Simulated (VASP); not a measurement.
NaH, 2 atoms in the cell. Symmetry: Immm, No. 71, orthorhombic system. The conventional cell has a = 3.337 Å, b = 3.444 Å, c = 4.795 Å, α = 90.00°, β = 90.00°, γ = 90.00°. Na (site symmetry mmm) has 6 H at 2.40 Å within 3.2 Å. Within 3.2 Å of H (site symmetry mmm) lie 6 Na at 2.40 Å.  This cell differs from its parent crystal: shear xy strain -3.2%.

* Program: VASP 6.6.1
* Task: single point
* Functional: PBE
* Potentials or basis: VASP PAW PBE potentials, release 64 (Na_pv, H)
* Cutoff: 520 eV
* k mesh: 10 × 10 × 10
* Occupations: fermi-dirac, width 0.02 eV
* Spin: no spin polarisation
* Dipole correction: no
* Further INCAR settings: ALGO = Normal; EDIFF = 1e-07; NBANDS = 11

Potentials or basis: VASP PAW PBE potentials, release 64 (Na_pv, H).

The run is started by

```console
$ cat potpaw_PBE.64/Na_pv/POTCAR potpaw_PBE.64/H/POTCAR > POTCAR
$ mpirun -np 1 vasp_std > vasp.out
```

Hardware: 1 thread of Intel(R) Xeon(R) 6975P-C (Granite Rapids) (shared host).

Task: Estimate the wall time of this run.

Result: It took 20 s on 1 thread of Intel(R) Xeon(R) 6975P-C (Granite Rapids), with other jobs on the host, peak memory 0.18 GiB. Counts: scf iterations 12, k points 171.
